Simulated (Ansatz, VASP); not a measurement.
## BWO4 in VASP and in Ansatz

File INCAR:

```
SYSTEM = BWO4
PREC     = Accurate       ! precision mode
ENCUT    = 520            ! plane-wave cutoff, eV
EDIFF    = 1E-7           ! SCF threshold, eV
ISMEAR   = 0              ! smearing method
SIGMA    = 0.1            ! smearing width, eV
LREAL    = .FALSE.        ! projectors in reciprocal space
LASPH    = .TRUE.         ! aspherical terms in the spheres
NELM     = 80             ! most SCF steps
ALGO     = Normal         ! electronic algorithm
ISIF     = 2              ! what is computed and relaxed
LWAVE    = .FALSE.        ! write WAVECAR
LCHARG   = .TRUE.         ! write CHGCAR
GGA      = PE             ! functional
LELF     = .TRUE.         ! ELF
LVHAR    = .TRUE.       
NBANDS   = 30             ! bands
```

File KPOINTS:

```
regular mesh
0
G
  6 6 4
  0 0 0
```

Contents of POSCAR:

```
BWO4
1.0
    2.7728780800      0.0000000000      0.0000000000
    0.0000000000      2.7728780800      0.0000000000
    0.0000000000      0.0000000000      3.9214417800
B W O
1 1 4
Direct
    0.5000000000      0.5000000000      0.5000000000
    0.0000000000      0.0000000000      0.0000000000
    0.5000000000      0.0000000000      0.2500000000
    0.0000000000      0.5000000000      0.7500000000
    0.5000000000      0.0000000000      0.7500000000
    0.0000000000      0.5000000000      0.2500000000
```

Input for Ansatz:

```yaml
crystal:
  lattice:
    - [2.77287808, 0.0, 0.0]
    - [0.0, 2.77287808, 0.0]
    - [0.0, 0.0, 3.92144178]
  atoms:
    - { symbol: B, position: [0.5, 0.5, 0.5] }
    - { symbol: W, position: [0.0, 0.0, 0.0] }
    - { symbol: O, position: [0.5, 0.0, 0.25] }
    - { symbol: O, position: [0.0, 0.5, 0.75] }
    - { symbol: O, position: [0.5, 0.0, 0.75] }
    - { symbol: O, position: [0.0, 0.5, 0.25] }
basis:
  ecutwfc: 420
kpoints:
  mp_grid: { grid: [6, 6, 4] }
hamiltonian:
  xc: pbe
scf:
  occupations: { method: gaussian, width: 0.1 }
  lower_state_search: "off"
output:
  forces: true
  stress: true
  eigenvalues: true
```

Alike in both runs: task single point; functional PBE; k mesh 6 × 6 × 4; occupations gaussian, width 0.1 eV; no spin polarisation.

```csv
,VASP,Ansatz
version,VASP 6.6.1,Ansatz 0.2.0
potentials or method,"VASP PAW PBE potentials, release 64 (B, W_sv, O), cutoff 520 eV","scalar-relativistic, plane waves, PAW"
valence electrons in the cell,41,41
```

|  | VASP | Ansatz | Ansatz less VASP |
| --- | --- | --- | --- |
| gap on the k mesh at the Fermi level (eV) | none | none | - |
| rms of the force components (eV/Å) | 6.949 | 6.645 | -0.3043 |

Atom by atom the forces differ by 0.304 eV/Å (rms over components). A gap of «none» marks a metal or a gap that the smearing closes. The functional is the same, so the differences come from potentials, cutoffs and numerics.

The k mesh is coarse, so the values compare programs but aren't converged. Spin-orbit coupling is off throughout.
